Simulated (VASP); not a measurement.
# Te (P3_121) in VASP: a series of runs

The runs below take Te through single point, with LDA.

Program: VASP 6.6.1. These are calculated values, not measurements. Logs are shortened: lines on timing, memory, paths and dates and some standing lists are left out, and cuts for length are marked.

### Step 1. The cell of the first run

Symmetry: P3_121, No. 152, trigonal system. Conventional cell: a = 4.297 Å, b = 4.297 Å, c = 5.904 Å, α = 90.00°, β = 90.00°, γ = 120.00°. Te (site symmetry 2) has 6 Te at 2.90 to 3.32 Å within 3.8 Å.

### Step 2. Single point, LDA

Input file INCAR:

```
SYSTEM = Te
PREC = Accurate ; ENCUT = 520
EDIFF = 1E-6 ; ISMEAR = -1
SIGMA = 0.05 ; LREAL = .False.
LASPH = .True. ; NELM = 100
ALGO = Normal ; ISIF = 2
LWAVE = .False. ; LCHARG = .False.
GGA = CA ; NBANDS = 16
```

Input file KPOINTS:

```
Automatic mesh
0
Gamma
  5 5 3
  0 0 0
```

Input file POSCAR:

```
Te
1.0
    4.2966332839      0.0000000000      0.0000000000
   -2.1483166420      3.7209935746      0.0000000000
    0.0000000000      0.0000000000      5.9041060600
Te
3
Direct
    0.2855404174      1.0000000000      0.3333333333
    1.0000000000      0.2855404174      0.6666666667
    0.7144595826      0.7144595826      1.0000000000
```

Potentials or basis: VASP PAW LDA potentials, release 64 (Te).

Started as:

```console
$ cat potpaw_LDA.64/Te/POTCAR > POTCAR
$ mpirun -np 1 vasp_std > vasp.out
```

OUTCAR:

```text
SYSTEM = Te
   PREC = Accurate
   ENCUT = 520
   EDIFF = 1E-6
   ISMEAR = -1
   LREAL = .False.
   LASPH = .True.
   NELM = 100
   ISIF = 2
   GGA = CA

 ion  position               nearest neighbor table
   1  0.286  0.000  0.333-   3 2.90   2 2.90   3 3.32   3 3.32   2 3.32   2 3.32
   2  0.000  0.286  0.667-   3 2.90   1 2.90   3 3.32   3 3.32   1 3.32   1 3.32
   3  0.714  0.714  0.000-   1 2.90   2 2.90   2 3.32   1 3.32   1 3.32   2 3.32

  LATTYP: Found a hexagonal cell.
 ALAT       =     4.2966332839
 C/A-ratio  =     1.3741238011

  Lattice vectors:

 A1 = (   4.2966332839,   0.0000000000,   0.0000000000)
 A2 = (  -2.1483166420,   3.7209935746,   0.0000000000)
 A3 = (   0.0000000000,   0.0000000000,   5.9041060600)

Analysis of symmetry for initial positions (statically):
=====================================================================
 Subroutine PRICEL returns:
 Original cell was already a primitive cell.

 Routine SETGRP: Setting up the symmetry group for a
 hexagonal supercell.

 Subroutine GETGRP returns: Found  6 space group operations
 (whereof  2 operations were pure point group operations)
 out of a pool of 24 trial point group operations.

The static configuration has the point symmetry C_2 .
 The point group associated with its full space group is D_3 .

Analysis of symmetry for dynamics (positions and initial velocities):
=====================================================================
 Subroutine PRICEL returns:
 Original cell was already a primitive cell.

 Routine SETGRP: Setting up the symmetry group for a
 hexagonal supercell.

 Subroutine GETGRP returns: Found  6 space group operations
 (whereof  2 operations were pure point group operations)
 out of a pool of 24 trial point group operations.

The dynamic configuration has the point symmetry C_2 .
 The point group associated with its full space group is D_3 .

 Subroutine INISYM returns: Found  6 space group operations
 (whereof  2 operations are pure point group operations),
 and found     1 'primitive' translations

----------------------------------------------------------------------------------------

                                     Primitive cell

  volume of cell :      94.3933

  direct lattice vectors                    reciprocal lattice vectors
     4.296633284  0.000000000  0.000000000     0.232740365  0.134372713  0.000000000
    -2.148316642  3.720993575  0.000000000     0.000000000  0.268745425  0.000000000
     0.000000000  0.000000000  5.904106060     0.000000000  0.000000000  0.169373651

  length of vectors
     4.296633284  4.296633284  5.904106060     0.268745425  0.268745425  0.169373651

  position of ions in fractional coordinates (direct lattice)
     0.285540417  0.000000000  0.333333333
     0.000000000  0.285540417  0.666666667
     0.714459583  0.714459583  0.000000000

  ion indices of the primitive-cell ions
   primitive index   ion index
                 1           1
                 2           2
                 3           3

----------------------------------------------------------------------------------------

 KPOINTS: Automatic mesh

Automatic generation of k-mesh.
 Grid dimensions read from file:
 generate k-points for:    5    5    3

 Generating k-lattice:

  Cartesian coordinates                     Fractional coordinates (reciprocal lattice)
     0.046548073  0.026874543  0.000000000     0.200000000 -0.000000000  0.000000000
     0.000000000  0.053749085  0.000000000     0.000000000  0.200000000  0.000000000
     0.000000000  0.000000000  0.056457884     0.000000000  0.000000000  0.333333333

  Length of vectors
     0.053749085  0.053749085  0.056457884

  Shift w.r.t. Gamma in fractional coordinates (k-lattice)
     0.000000000  0.000000000  0.000000000

 Subroutine IBZKPT returns following result:
 ===========================================

 Found     12 irreducible k-points:

 Following reciprocal coordinates:
            Coordinates               Weight
  0.000000  0.000000  0.000000      1.000000
  0.200000  0.000000  0.000000      6.000000
  0.400000  0.000000  0.000000      6.000000
  0.200000  0.200000  0.000000      6.000000
  0.400000  0.200000  0.000000      6.000000
  0.000000  0.000000  0.333333      2.000000
  0.200000  0.000000  0.333333      6.000000
  0.000000  0.200000  0.333333      6.000000
  0.400000  0.000000  0.333333      6.000000
  0.000000  0.400000  0.333333      6.000000
  0.200000  0.200000  0.333333     12.000000
  0.400000  0.200000  0.333333     12.000000
   k-points           NKPTS =     12   k-points in BZ     NKDIM =     12   number of bands    NBANDS=     16
   number of dos      NEDOS =    301   number of ions     NIONS =      3
   total plane-waves  NPLWV =  49152
   dimension x,y,z NGX =    32 NGY =   32 NGZ =   48
   dimension x,y,z NGXF=    64 NGYF=   64 NGZF=   96
   ions per type =               3
   NGX,Y,Z   is equivalent  to a cutoff of  12.38, 12.38, 13.52 a.u.
   NGXF,Y,Z  is equivalent  to a cutoff of  24.76, 24.76, 27.03 a.u.
 SYSTEM =  Te
   PREC   = accura    normal or accurate (medium, high low for compatibility)
   ISTART =      0    job   : 0-new  1-cont  2-samecut
   ICHARG =      2    charge: 1-file 2-atom 10-const
   ISPIN  =      1    spin polarized calculation?
   LNONCOLLINEAR =      F non collinear calculations
   LSORBIT =      F    spin-orbit coupling
   LASPH  =      T    aspherical Exc in radial PAW
   ENCUT  =  520.0 eV  38.22 Ry    6.18 a.u.   7.99  7.99 10.98*2*pi/ulx,y,z
   NELM   =    100;   NELMIN=  2; NELMDL= -5     # of ELM steps
   EDIFF  = 0.1E-05   stopping-criterion for ELM
   LREAL  =      F    real-space projection
   EDIFFG = 0.1E-04   stopping-criterion for IOM
   NSW    =      0    number of steps for IOM
   IBRION =     -1    ionic relax: 0-MD 1-quasi-New 2-CG
   NFREE  =      0    steps in history (QN), initial steepest desc. (CG)
   ISIF   =      2    stress and relaxation
   ISYM   =      2    0-nonsym 1-usesym 2-fastsym
   POTIM  = 0.5000    time-step for ionic-motion
   TEBEG  =    0.0;   TEEND  =   0.0 temperature during run
   PSTRESS=    0.0 pullay stress
   NELECT =      18.0000    total number of electrons
   NUPDOWN=      -1.0000    fix difference up-down
   EMIN   =  10.00;   EMAX   =-10.00  energy-range for DOS
   EFERMI =   0.00;   METHOD = LEGACY
   ISMEAR =    -1;   SIGMA  =   0.05  broadening in eV -4-tet -1-fermi 0-gaus
   EFERMI_NEDOS =   21; number of points for ismear=-14 and -15
   IALGO  =     38    algorithm
   IMIX   =      4    mixing-type and parameters
     AMIX     =   0.40;   BMIX     =  1.00
     AMIX_MAG =   1.60;   BMIX_MAG =  1.00
  volume/ion in A,a.u.               =      31.46       212.33
  Fermi-wavevector in a.u.,A,eV,Ry     =   0.942291  1.780672 12.080790  0.887913
  Thomas-Fermi vector in A             =   2.069886
   LORBIT       =      0    0 simple, 1 ext, 2 COOP (PROOUT), +10 PAW based schemes
   GGA     = CA    functional components
   LHFCALC =     F    Hartree Fock is set to
   AEXX    =    0.0000 exact exchange contribution
   IVDW    =     0    specifies the selected vdW correction
   LEPSILON=     F    determine dielectric tensor
   LRPA    =     F    only Hartree local field effects (RPA)
 non-spin polarized calculation
  energy-cutoff  :      520.00
  volume of cell :       94.39
 maximum number of plane-waves:      2551
 NGX is ok and might be reduce to    32
   NGX = 15   NGY = 15   NGZ = 21

 number of electron      17.9999999 magnetization

 Free energy of the ion-electron system (eV)
  ---------------------------------------------------
  ext. energy  EPLUGINS =         0.00000000
  ---------------------------------------------------
  free energy    TOTEN  =       -11.40195117 eV

  energy without entropy =      -11.40179948  energy(sigma->0) =      -11.40187532

 E-fermi :   6.8436     XC(G=0):  -9.6445

 val. band max:        6.4714462262   @ k =   0.4000   0.2000   0.3333
 cond. band min:       7.1401362615   @ k =   0.0000   0.0000   0.3333
 fundamental gap:      0.6686900353
 Fermi energy:         6.8435633346

 k-point     1 :       0.0000    0.0000    0.0000
  band No.  band energies     occupation
      1      -7.2586      2.00000
      2      -3.7885      2.00000
      3      -3.7885      2.00000
      4       3.7939      2.00000
      5       4.1790      2.00000
      6       4.1790      2.00000
[... 8 lines left out ...]
     15      12.8758      0.00000
     16      12.8758      0.00000

 k-point     2 :       0.2000    0.0000    0.0000
  band No.  band energies     occupation
      1      -6.9354      2.00000
      2      -3.8617      2.00000
      3      -3.6813      2.00000
      4       2.1448      2.00000
      5       2.9745      2.00000
      6       3.3999      2.00000
[... 8 lines left out ...]
     15      12.9042      0.00000
     16      13.6438      0.00000

 k-point     3 :       0.4000    0.0000    0.0000
  band No.  band energies     occupation
      1      -6.1080      2.00000
      2      -4.4597      2.00000
      3      -3.4683      2.00000
      4       1.5542      2.00000
      5       2.0602      2.00000
      6       2.7624      2.00000
[... 8 lines left out ...]
     15      14.6555      0.00000
     16      15.3546      0.00000

 k-point     4 :       0.2000    0.2000    0.0000
  band No.  band energies     occupation
      1      -6.3448      2.00000
      2      -4.0538      2.00000
      3      -3.7289      2.00000
      4       1.7048      2.00000
      5       1.8439      2.00000
      6       3.5624      2.00000
[... 8 lines left out ...]
     15      13.9258      0.00000
     16      15.3798      0.00000
[... 96 lines left out ...]
 k-point    10 :       0.0000    0.4000    0.3333
  band No.  band energies     occupation
      1      -5.7530      2.00000
      2      -5.0982      2.00000
      3      -3.2171      2.00000
      4       0.8022      2.00000
      5       2.3199      2.00000
      6       3.1160      2.00000
[... 8 lines left out ...]
     15      14.8571      0.00000
     16      15.1054      0.00000

 k-point    11 :       0.2000    0.2000    0.3333
  band No.  band energies     occupation
      1      -6.0001      2.00000
      2      -5.0555      2.00000
      3      -3.0921      2.00000
      4       1.5416      2.00000
      5       2.2697      2.00000
      6       2.8757      2.00000
[... 8 lines left out ...]
     15      12.7209      0.00000
     16      14.4040      0.00000

 k-point    12 :       0.4000    0.2000    0.3333
  band No.  band energies     occupation
      1      -5.4485      2.00000
      2      -4.8023      2.00000
      3      -3.7693      2.00000
      4       1.0123      2.00000
      5       1.5979      2.00000
      6       2.3537      2.00000
[... 8 lines left out ...]
     15      13.8927      0.00000
     16      14.1416      0.00000

------------------------ aborting loop because EDIFF is reached ----------------------------------------

  FORCE on cell =-STRESS in cart. coord.  units (eV):
  Direction    XX          YY          ZZ          XY          YZ          ZX
  --------------------------------------------------------------------------------------
  -------------------------------------------------------------------------------------
  Total        0.0507169      0.0507169      0.1058495     -0.0000000     -0.0000000      0.0000000
  in kB        0.8608398      0.8608398      1.7966281     -0.0000000     -0.0000000      0.0000000
  external PRESSURE =       1.1727692 kB  Pullay stress =       0.0000000 kB

 VOLUME and BASIS-vectors are now :
 -----------------------------------------------------------------------------
  energy-cutoff  :      520.00
  volume of cell :       94.39
      direct lattice vectors                 reciprocal lattice vectors
     4.296633284  0.000000000  0.000000000     0.232740365  0.134372713  0.000000000
    -2.148316642  3.720993575  0.000000000     0.000000000  0.268745425  0.000000000
     0.000000000  0.000000000  5.904106060     0.000000000  0.000000000  0.169373651

 POSITION                                       TOTAL-FORCE (eV/Angst)
 -----------------------------------------------------------------------------------
      1.22686      0.00000      1.96804         0.023000      0.000000      0.000000
     -0.61343      1.06249      3.93607        -0.011500      0.019919      0.000000
      1.53489      2.65850      0.00000        -0.011500     -0.019919     -0.000000
 -----------------------------------------------------------------------------------
    total drift:                               -0.000000     -0.000000      0.000000

  FREE ENERGIE OF THE ION-ELECTRON SYSTEM (eV)
  ---------------------------------------------------
  free  energy   TOTEN  =       -11.4019511699 eV

  energy  without entropy=      -11.4017994755  energy(sigma->0) =      -11.40187532
```

Wall time 26 s (1 thread of Intel Xeon 8259CL, shared host); peak memory 0.18 GiB.

What came out:

- Free energy: -11.4020 eV
- Pressure: 0.1 GPa
- Largest force: 0.023 eV/Å
- Band gap on the k mesh: 0.67 eV (least direct gap 0.92 eV)

Forces in eV/Å, atoms in the order of the input:
```
Te   0.023  0.000  0.000
Te  -0.011  0.020  0.000
Te  -0.011 -0.020  0.000
```

Caveat: spin-orbit coupling is left out, which moves the levels of the heavy elements; an odd mesh through Γ misses points on the zone boundary, where band edges can lie.

### Step 3. Single point, LDA (27.69 Å³/atom)

This run uses another cell than the first one, of 27.69 Å³/atom.

Input file INCAR:

```
PREC = Accurate
ENCUT = 520
EDIFF = 1E-7
ISMEAR = -1
SIGMA = 0.05
LREAL = F
LASPH = T
NELM = 60
ALGO = Normal
ISIF = 2
LWAVE = F
LCHARG = T
LELF = T
LVHAR = T
NBANDS = 16
```

Input file KPOINTS:

```
regular mesh
0
Gamma
  8 8 5
```

Input file POSCAR:

```
Te
1.0
    4.1173948070      0.0000000000      0.0000000000
   -2.0586974035      3.5657685003      0.0000000000
    0.0000000000      0.0000000000      5.6578102028
Te
3
Direct
    0.2855404174      1.0000000000      0.3333333333
    1.0000000000      0.2855404174      0.6666666667
    0.7144595826      0.7144595826      1.0000000000
```

Potentials or basis: VASP PAW LDA potentials, release 64 (Te).

Started as:

```console
$ cat potpaw_LDA.64/Te/POTCAR > POTCAR
$ mpirun -np 1 vasp_std > vasp.out
```

Wall time 75 s (1 thread of Intel Xeon 8259CL, shared host); peak memory 0.18 GiB.

The run converged. Its results:

* Free energy: -11.0943 eV
* Pressure: 10.1 GPa
* Largest force: 0.584 eV/Å
* Band gap on the k mesh: 0.35 eV (least direct gap 0.69 eV)

Forces on the atoms (eV/Å):
```
Te   0.584  0.000  0.000
Te  -0.292  0.506  0.000
Te  -0.292 -0.506  0.000
```

Stress tensor (GPa, compression positive):
```
 8.66  0.00  0.00
 0.00  8.66  0.00
 0.00  0.00 12.90
```

Levels at points of the mesh, in eV from the valence-band top:
| k point | band 5 | band 6 | band 7 | band 8 | band 9 | band 10 | band 11 | band 12 | band 13 | band 14 |
| --- | --- | --- | --- | --- | --- | --- | --- | --- | --- | --- |
| (0.00, 0.00, 0.00) | -2.67 | -2.67 | -1.86 | -1.86 | -1.31 | 1.29 | 1.29 | 1.95 | 4.68 | 4.68 |
| (0.50, 0.00, 0.00) | -5.34 | -4.67 | -4.52 | -0.92 | -0.68 | 0.70 | 0.77 | 1.92 | 4.82 | 8.16 |

Caveat: the cell stands under pressure; spin-orbit coupling is left out, which moves the levels of the heavy elements; an odd mesh through Γ misses points on the zone boundary, where band edges can lie.
